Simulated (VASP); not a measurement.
# Ti3Se in VASP: a series of runs

Ti3Se is run at these levels: PBE; tasks: single point.

Program: VASP 6.6.1. These are calculated values, not measurements. Logs are shortened: lines on timing, memory, paths and dates and some standing lists are left out, and cuts for length are marked.

## Step 1: The cell of the first run

The structure is hexagonal, space group P-6m2 (No. 187). The conventional cell has a = 3.176 Å, b = 3.176 Å, c = 7.889 Å, α = 90.00°, β = 90.00°, γ = 120.00°. Within 3.4 Å of Se (site symmetry -6m2) lie 6 Ti at 2.56 Å and 6 Se at 3.18 Å. Within 3.7 Å of Ti (site symmetry -6m2) lie 12 Ti at 2.83 to 3.18 Å. Ti (site symmetry 3m) has 3 Se at 2.56 Å and 9 Ti at 2.83 to 3.18 Å within 3.4 Å.

## Step 2: Single point, PBE

Contents of INCAR:

```
SYSTEM = Ti3Se
PREC     = Accurate       ! precision mode
ENCUT    = 520            ! plane-wave cutoff, eV
EDIFF    = 1E-6           ! SCF threshold, eV
ISMEAR   = -1             ! smearing method
SIGMA    = 0.05           ! smearing width, eV
LREAL    = .FALSE.        ! projectors in reciprocal space
LASPH    = .TRUE.         ! aspherical terms in the spheres
NELM     = 80             ! most SCF steps
ALGO     = Normal         ! electronic algorithm
ISIF     = 2              ! what is computed and relaxed
LWAVE    = .FALSE.        ! write WAVECAR
LCHARG   = .FALSE.        ! write CHGCAR
GGA      = PE             ! functional
NBANDS   = 29             ! bands
```

Contents of KPOINTS:

```
Automatic mesh
0
G
  10 10 4
  0 0 0
```

Contents of POSCAR:

```
Ti3Se
1.0
    3.1759855858      0.0000000000      0.0000000000
   -1.5879927929      2.7504841993      0.0000000000
    0.0000000000      0.0000000000      7.8894363804
Se Ti
1 3
Direct
    0.0000000000      0.0000000000      0.0000000000
    0.6666666667      0.3333333333      0.5000000000
    0.3333333333      0.6666666667      0.7729020000
    0.3333333333      0.6666666667      0.2270980000
```

Potentials or basis: VASP PAW PBE potentials, release 64 (Se, Ti_sv).

Command:

```console
cat potpaw_PBE.64/Se/POTCAR potpaw_PBE.64/Ti_sv/POTCAR > POTCAR
mpirun -np 1 vasp_std > vasp.out
```

OUTCAR:

```text
SYSTEM = Ti3Se
   PREC = Accurate
   ENCUT = 520
   EDIFF = 1E-6
   ISMEAR = -1
   LREAL = .FALSE.
   LASPH = .TRUE.
   NELM = 80
   ISIF = 2
   GGA = PE

 ion  position               nearest neighbor table
   1  0.000  0.000  0.000-   3 2.56   4 2.56   3 2.56   4 2.56   3 2.56   4 2.56
   2  0.667  0.333  0.500-   3 2.83   4 2.83   3 2.83   4 2.83   3 2.83   4 2.83
   3  0.333  0.667  0.773-   1 2.56   1 2.56   1 2.56   2 2.83   2 2.83   2 2.83
   4  0.333  0.667  0.227-   1 2.56   1 2.56   1 2.56   2 2.83   2 2.83   2 2.83

  LATTYP: Found a hexagonal cell.
 ALAT       =     3.1759855858
 C/A-ratio  =     2.4840907388

  Lattice vectors:

 A1 = (   3.1759855858,   0.0000000000,   0.0000000000)
 A2 = (  -1.5879927929,   2.7504841993,   0.0000000000)
 A3 = (   0.0000000000,   0.0000000000,   7.8894363804)

Analysis of symmetry for initial positions (statically):
=====================================================================
 Subroutine PRICEL returns:
 Original cell was already a primitive cell.

 Routine SETGRP: Setting up the symmetry group for a
 hexagonal supercell.

 Subroutine GETGRP returns: Found 12 space group operations
 (whereof 12 operations were pure point group operations)
 out of a pool of 24 trial point group operations.

The static configuration has the point symmetry D_3h.

Analysis of symmetry for dynamics (positions and initial velocities):
=====================================================================
 Subroutine PRICEL returns:
 Original cell was already a primitive cell.

 Routine SETGRP: Setting up the symmetry group for a
 hexagonal supercell.

 Subroutine GETGRP returns: Found 12 space group operations
 (whereof 12 operations were pure point group operations)
 out of a pool of 24 trial point group operations.

The dynamic configuration has the point symmetry D_3h.

 Subroutine INISYM returns: Found 12 space group operations
 (whereof 12 operations are pure point group operations),
 and found     1 'primitive' translations

----------------------------------------------------------------------------------------

                                     Primitive cell

  volume of cell :      68.9182

[... 86 lines left out ...]
   ISPIN  =      1    spin polarized calculation?
   LNONCOLLINEAR =      F non collinear calculations
   LSORBIT =      F    spin-orbit coupling
   LASPH  =      T    aspherical Exc in radial PAW
   ENCUT  =  520.0 eV  38.22 Ry    6.18 a.u.   5.91  5.91 14.67*2*pi/ulx,y,z
   NELM   =     80;   NELMIN=  2; NELMDL= -5     # of ELM steps
   EDIFF  = 0.1E-05   stopping-criterion for ELM
   LREAL  =      F    real-space projection
   EDIFFG = 0.1E-04   stopping-criterion for IOM
   NSW    =      0    number of steps for IOM
   IBRION =     -1    ionic relax: 0-MD 1-quasi-New 2-CG
   NFREE  =      0    steps in history (QN), initial steepest desc. (CG)
   ISIF   =      2    stress and relaxation
   ISYM   =      2    0-nonsym 1-usesym 2-fastsym
   POTIM  = 0.5000    time-step for ionic-motion
   TEBEG  =    0.0;   TEEND  =   0.0 temperature during run
   PSTRESS=    0.0 pullay stress
   NELECT =      42.0000    total number of electrons
   NUPDOWN=      -1.0000    fix difference up-down
   EMIN   =  10.00;   EMAX   =-10.00  energy-range for DOS
   EFERMI =   0.00;   METHOD = LEGACY
   ISMEAR =    -1;   SIGMA  =   0.05  broadening in eV -4-tet -1-fermi 0-gaus
   EFERMI_NEDOS =   21; number of points for ismear=-14 and -15
   IALGO  =     38    algorithm
   IMIX   =      4    mixing-type and parameters
     AMIX     =   0.40;   BMIX     =  1.00
     AMIX_MAG =   1.60;   BMIX_MAG =  1.00
  volume/ion in A,a.u.               =      17.23       116.27
  Fermi-wavevector in a.u.,A,eV,Ry     =   1.387970  2.622883 26.211085  1.926460
  Thomas-Fermi vector in A             =   2.512140
   LORBIT       =      0    0 simple, 1 ext, 2 COOP (PROOUT), +10 PAW based schemes
   GGA     = PE    functional components
   LHFCALC =     F    Hartree Fock is set to
   AEXX    =    0.0000 exact exchange contribution
   IVDW    =     0    specifies the selected vdW correction
   LEPSILON=     F    determine dielectric tensor
   LRPA    =     F    only Hartree local field effects (RPA)
 non-spin polarized calculation
  energy-cutoff  :      520.00
  volume of cell :       68.92
 maximum number of plane-waves:      1876
 NGX is ok and might be reduce to    24
   NGX = 11   NGY = 11   NGZ = 29

 number of electron      42.0000011 magnetization

 Free energy of the ion-electron system (eV)
  ---------------------------------------------------
  ext. energy  EPLUGINS =         0.00000000
  ---------------------------------------------------
  free energy    TOTEN  =       -28.87265864 eV

  energy without entropy =      -28.84969123  energy(sigma->0) =      -28.86117494

 E-fermi :   8.2805     XC(G=0): -11.4459

 val. band max:        8.2695637278   @ k =   0.1000   0.1000   0.0000
 cond. band min:       8.2860693102   @ k =   0.3000   0.2000   0.0000
 fundamental gap:      0.0165055824
 Fermi energy:         8.2804522860

 k-point     1 :       0.0000    0.0000    0.0000
  band No.  band energies     occupation
      1     -48.7229      2.00000
      2     -48.6994      2.00000
      3     -48.5486      2.00000
      4     -25.2192      2.00000
      5     -25.1161      2.00000
      6     -24.8216      2.00000
[... 757 lines left out ...]
     28      10.9590      0.00000
     29      11.1313      0.00000

 [... further k-points ...]

------------------------ aborting loop because EDIFF is reached ----------------------------------------

  FORCE on cell =-STRESS in cart. coord.  units (eV):
  Direction    XX          YY          ZZ          XY          YZ          ZX
  --------------------------------------------------------------------------------------
  -------------------------------------------------------------------------------------
  Total        1.0128514      1.0128514      1.2671169      0.0000000     -0.0000000      0.0000000
  in kB       23.5462999     23.5462999     29.4573459      0.0000000     -0.0000000      0.0000000
  external PRESSURE =      25.5166486 kB  Pullay stress =       0.0000000 kB

 VOLUME and BASIS-vectors are now :
 -----------------------------------------------------------------------------
  energy-cutoff  :      520.00
  volume of cell :       68.92
      direct lattice vectors                 reciprocal lattice vectors
     3.175985586  0.000000000  0.000000000     0.314862890  0.181786174  0.000000000
    -1.587992793  2.750484199  0.000000000     0.000000000  0.363572349  0.000000000
     0.000000000  0.000000000  7.889436380     0.000000000  0.000000000  0.126751767

 POSITION                                       TOTAL-FORCE (eV/Angst)
 -----------------------------------------------------------------------------------
      0.00000      0.00000      0.00000         0.000000     -0.000000      0.000000
      1.58799      0.91683      3.94472         0.000000     -0.000000      0.000000
     -0.00000      1.83366      6.09776        -0.000000      0.000000     -0.108082
     -0.00000      1.83366      1.79168        -0.000000      0.000000      0.108082
 -----------------------------------------------------------------------------------
    total drift:                                0.000000     -0.000000     -0.000000

  FREE ENERGIE OF THE ION-ELECTRON SYSTEM (eV)
  ---------------------------------------------------
  free  energy   TOTEN  =       -28.8726586436 eV

  energy  without entropy=      -28.8496912291  energy(sigma->0) =      -28.86117494
```

OSZICAR:

```text
N       E                     dE             d eps       ncg     rms          rms(c)
DAV:   1     0.523111276363E+03    0.52311E+03   -0.21653E+04  2436   0.174E+03
DAV:   2     0.340364432035E+02   -0.48907E+03   -0.47880E+03  2476   0.521E+02
DAV:   3    -0.264110618247E+02   -0.60448E+02   -0.58922E+02  4075   0.154E+02
DAV:   4    -0.324200443520E+02   -0.60090E+01   -0.59788E+01  3603   0.440E+01
DAV:   5    -0.327326168020E+02   -0.31257E+00   -0.31235E+00  3623   0.903E+00    0.158E+01
DAV:   6    -0.294310861146E+02    0.33015E+01   -0.23784E+01  3623   0.407E+01    0.659E+00
DAV:   7    -0.304353255687E+02   -0.10042E+01   -0.17083E+01  4078   0.233E+01    0.125E+01
DAV:   8    -0.288783262080E+02    0.15570E+01   -0.15412E+01  3617   0.137E+01    0.271E+00
DAV:   9    -0.288646715233E+02    0.13655E-01   -0.49380E-01  3382   0.430E+00    0.109E+00
DAV:  10    -0.288739510255E+02   -0.92795E-02   -0.60867E-02  3480   0.177E+00    0.507E-01
DAV:  11    -0.288726403723E+02    0.13107E-02   -0.23535E-02  3536   0.156E+00    0.108E-01
DAV:  12    -0.288726928102E+02   -0.52438E-04   -0.12795E-03  3390   0.375E-01    0.427E-02
DAV:  13    -0.288726617182E+02    0.31092E-04   -0.23690E-04  3609   0.126E-01    0.172E-02
DAV:  14    -0.288726592239E+02    0.24943E-05   -0.28260E-05  3533   0.385E-02    0.972E-03
DAV:  15    -0.288726577463E+02    0.14775E-05   -0.74902E-06  3038   0.312E-02    0.255E-03
DAV:  16    -0.288726586436E+02   -0.89728E-06   -0.36045E-07  1668   0.542E-03
   1 F= -.28872659E+02 E0= -.28861175E+02  d E =-.229674E-01
```

stdout:

```text
POSCAR found type information on POSCAR SeTi
 POSCAR found :  2 types and       4 ions
 scaLAPACK will be used
 LDA part: xc-table for (Slater+PW92), standard interpolation
 POSCAR, INCAR and KPOINTS ok, starting setup
 FFT: planning ... GRIDC
 FFT: planning ... GRID_SOFT
 FFT: planning ... GRID
 WAVECAR not read
 entering main loop
```

Run time: 64 s. Hardware: 1 thread of Intel Xeon Platinum 8375C at 2.90GHz (Ice Lake), shared host; peak memory 0.21 GiB.

Results:

* Free energy: -28.8727 eV
* Pressure: 2.6 GPa
* Largest force: 0.108 eV/Å
* Band gap on the k mesh: zero (bands 21 and 22 overlap by 0.57 eV)

Forces on the atoms (eV/Å):
```
Se   0.000  0.000  0.000
Ti   0.000  0.000  0.000
Ti   0.000  0.000 -0.108
Ti   0.000  0.000  0.108
```

Stress tensor (GPa, compression positive):
```
2.35 0.00 0.00
0.00 2.35 0.00
0.00 0.00 2.95
```

(Continued in part 2 of 2.)
